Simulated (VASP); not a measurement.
# Ru (P6/mmm) in VASP: single point with PBE

Aim: the single point of Ru with PBE.

Program: VASP 6.6.1. These are calculated values, not measurements. Logs are shortened: lines on timing, memory, paths and dates and some standing lists are left out, and cuts for length are marked.

## (1) The cell of the first run

It takes space group P6/mmm (No. 191, hexagonal). The conventional cell has a = 2.614 Å, b = 2.614 Å, c = 2.414 Å, α = 90.00°, β = 90.00°, γ = 120.00°. Ru (site symmetry 6/mmm) has 8 Ru at 2.41 to 2.61 Å within 3.2 Å.

This isn't the form of Ru at room conditions, which is hcp.

## (2) Single point, PBE (14.29 Å³/atom)

POSCAR

```
Ru
1.0
    2.6141519665      0.0000000000      0.0000000000
   -1.3070759832      2.2639220123      0.0000000000
    0.0000000000      0.0000000000      2.4143436026
Ru
1
Direct
    0.0000000000      0.0000000000      0.0000000000
```

INCAR.step1

```
PREC = Accurate
ENCUT = 520
EDIFF = 1E-7
ISMEAR = -1
SIGMA = 0.05
LREAL = F
LASPH = T
NELM = 80
ALGO = Normal
ISIF = 2
LWAVE = F
LCHARG = T
LMAXMIX = 4
GGA = PE
NBANDS = 13
```

KPOINTS.step1

```
regular mesh
0
Gamma
  17 17 15
```

INCAR.step2

```
PREC = Accurate
ENCUT = 520
EDIFF = 1E-7
ISMEAR = -5
SIGMA = 0.05
LREAL = F
LASPH = T
NELM = 80
ALGO = Normal
ISIF = 2
LWAVE = F
LCHARG = F
LMAXMIX = 4
GGA = PE
LORBIT = 10
NBANDS = 13
NEDOS = 2001
ICHARG = 11
```

KPOINTS.step2

```
regular mesh
0
Gamma
  26 26 23
```

Potentials or basis: VASP PAW PBE potentials, release 64 (Ru_pv).

Launch:

```console
$ cat potpaw_PBE.64/Ru_pv/POTCAR > POTCAR
$ cp INCAR.step1 INCAR
$ cp KPOINTS.step1 KPOINTS
$ mpirun -np 1 vasp_std > vasp.out
$ cp INCAR.step2 INCAR
$ cp KPOINTS.step2 KPOINTS
$ mpirun -np 1 vasp_std > vasp.out
```

OUTCAR:

```text
PREC = Accurate
   ENCUT = 520
   EDIFF = 1E-7
   ISMEAR = -5
   LREAL = F
   LASPH = T
   NELM = 80
   ISIF = 2
   GGA = PE
   LORBIT = 10
   ICHARG = 11

 ion  position               nearest neighbor table
   1  0.000  0.000  0.000-

  LATTYP: Found a hexagonal cell.
 ALAT       =     2.6141519665
 C/A-ratio  =     0.9235666608

  Lattice vectors:

 A1 = (   2.6141519665,   0.0000000000,   0.0000000000)
 A2 = (  -1.3070759832,   2.2639220123,   0.0000000000)
 A3 = (   0.0000000000,   0.0000000000,   2.4143436026)

Analysis of symmetry for initial positions (statically):
=====================================================================
 Subroutine PRICEL returns:
 Original cell was already a primitive cell.

 Routine SETGRP: Setting up the symmetry group for a
 hexagonal supercell.

 Subroutine GETGRP returns: Found 24 space group operations
 (whereof 24 operations were pure point group operations)
 out of a pool of 24 trial point group operations.

The static configuration has the point symmetry D_6h.

Analysis of symmetry for dynamics (positions and initial velocities):
=====================================================================
 Subroutine PRICEL returns:
 Original cell was already a primitive cell.

 Routine SETGRP: Setting up the symmetry group for a
 hexagonal supercell.

 Subroutine GETGRP returns: Found 24 space group operations
 (whereof 24 operations were pure point group operations)
 out of a pool of 24 trial point group operations.

The dynamic configuration has the point symmetry D_6h.

 Subroutine INISYM returns: Found 24 space group operations
 (whereof 24 operations are pure point group operations),
 and found     1 'primitive' translations

----------------------------------------------------------------------------------------

                                     Primitive cell

  volume of cell :      14.2887

  direct lattice vectors                    reciprocal lattice vectors
     2.614151967  0.000000000  0.000000000     0.382533232  0.220855664  0.000000000
    -1.307075983  2.263922012  0.000000000     0.000000000  0.441711329  0.000000000
     0.000000000  0.000000000  2.414343603     0.000000000  0.000000000  0.414191252

  length of vectors
     2.614151967  2.614151966  2.414343603     0.441711329  0.441711329  0.414191252

  position of ions in fractional coordinates (direct lattice)
     0.000000000  0.000000000  0.000000000

  ion indices of the primitive-cell ions
   primitive index   ion index
                 1           1

[... 80 lines left out ...]
   ISYM   =      2    0-nonsym 1-usesym 2-fastsym
   POTIM  = 0.5000    time-step for ionic-motion
   TEBEG  =    0.0;   TEEND  =   0.0 temperature during run
   PSTRESS=    0.0 pullay stress
   NELECT =      14.0000    total number of electrons
   NUPDOWN=      -1.0000    fix difference up-down
   EMIN   =  10.00;   EMAX   =-10.00  energy-range for DOS
   EFERMI =   0.00;   METHOD = LEGACY
   ISMEAR =    -5;   SIGMA  =   0.05  broadening in eV -4-tet -1-fermi 0-gaus
   EFERMI_NEDOS =   21; number of points for ismear=-14 and -15
   IALGO  =     38    algorithm
   IMIX   =      4    mixing-type and parameters
     AMIX     =   0.40;   BMIX     =  1.00
     AMIX_MAG =   1.60;   BMIX_MAG =  1.00
  volume/ion in A,a.u.               =      14.29        96.42
  Fermi-wavevector in a.u.,A,eV,Ry     =   1.625999  3.072693 35.972091  2.643874
  Thomas-Fermi vector in A             =   2.719031
   LORBIT       =     10    0 simple, 1 ext, 2 COOP (PROOUT), +10 PAW based schemes
   GGA     = PE    functional components
   LHFCALC =     F    Hartree Fock is set to
   AEXX    =    0.0000 exact exchange contribution
   IVDW    =     0    specifies the selected vdW correction
   LEPSILON=     F    determine dielectric tensor
   LRPA    =     F    only Hartree local field effects (RPA)
 non-spin polarized calculation
 Fermi weights with tetrahedron method with Bloechl corrections
  energy-cutoff  :      520.00
  volume of cell :       14.29
 maximum number of plane-waves:       399
 NGX is ok and might be reduce to    20

 number of electron      14.0000004 magnetization

 Free energy of the ion-electron system (eV)
  ---------------------------------------------------
  ext. energy  EPLUGINS =         0.00000000
  ---------------------------------------------------
  free energy    TOTEN  =        -8.35337377 eV

  energy without entropy =       -8.35337377  energy(sigma->0) =       -8.35337377

 E-fermi :  12.0599     XC(G=0): -13.7000

 val. band max:       12.1072967480   @ k =   0.3846   0.1538   0.1304
 cond. band min:      11.9829168350   @ k =   0.4231   0.0000   0.0000
 fundamental gap:     -0.1243799129
 Fermi energy:        12.0598822191

 k-point     1 :       0.0000    0.0000    0.0000
  band No.  band energies     occupation
      1     -30.3307      2.00000
      2     -30.3307      2.00000
      3     -30.2393      2.00000
      4       4.3844      2.00000
      5       6.2266      2.00000
      6       9.5861      2.00000
      7       9.5861      2.00000
      8      14.0626      0.00000
      9      14.0626      0.00000
     10      22.9221      0.00000
     11      27.1030      0.00000
     12      29.7865      0.00000
     13      34.5907      0.00000
[... 354 lines left out ...]
  band No.  band energies     occupation
      1     -31.2892      2.00000
      2     -30.5663      2.00000
      3     -30.1355      2.00000
      4       6.2058      2.00000
      5       7.2130      2.00000
      6      11.4770      2.00000
      7      11.6781      2.15856
      8      13.5304      0.00000
      9      13.8647      0.00000
     10      22.2896      0.00000
     11      22.9238      0.00000
     12      27.1436      0.00000
     13      31.8091      0.00000

 [... further k-points ...]
[... 5 lines left out ...]
  --------------------------------------------------------------------------------------
  -------------------------------------------------------------------------------------
  Total        1.2621929      1.2621929      1.3833812      0.0000000     -0.0000000      0.0000000
  in kB      141.5288398    141.5288398    155.1176028      0.0000000     -0.0000000      0.0000000
  external PRESSURE =     146.0584274 kB  Pullay stress =       0.0000000 kB

 VOLUME and BASIS-vectors are now :
 -----------------------------------------------------------------------------
  energy-cutoff  :      520.00
  volume of cell :       14.29
      direct lattice vectors                 reciprocal lattice vectors
     2.614151967  0.000000000  0.000000000     0.382533232  0.220855664  0.000000000
    -1.307075983  2.263922012  0.000000000     0.000000000  0.441711329  0.000000000
     0.000000000  0.000000000  2.414343603     0.000000000  0.000000000  0.414191252

 POSITION                                       TOTAL-FORCE (eV/Angst)
 -----------------------------------------------------------------------------------
      0.00000      0.00000      0.00000         0.000000      0.000000      0.000000
 -----------------------------------------------------------------------------------
    total drift:                                0.000000      0.000000      0.000000

  FREE ENERGIE OF THE ION-ELECTRON SYSTEM (eV)
  ---------------------------------------------------
  free  energy   TOTEN  =        -8.3533737731 eV

  energy  without entropy=       -8.3533737731  energy(sigma->0) =       -8.35337377

 total charge

# of ion       s       p       d       tot
------------------------------------------
    1        0.410   6.251   6.096  12.757
```

It took 2.2 min on 1 thread of Intel Xeon 8259CL, shared host; peak memory 0.28 GiB.

What came out:

| Quantity | Value |
| --- | --- |
| Valence electrons inside the program's atomic spheres | Ru 12.76 |

Levels at points of the mesh, in eV from the Fermi level:
```csv
k point,band 4,band 5,band 6,band 7,band 8,band 9,band 10,band 11
"(0.00, 0.00, 0.00)",-7.68,-5.83,-2.47,-2.47,2.00,2.00,10.86,15.04
"(0.50, 0.00, 0.00)",-6.06,-4.70,-0.58,0.62,1.45,2.21,9.02,10.86
```

Caveat: tetrahedron occupations give inexact forces and stress in metals.
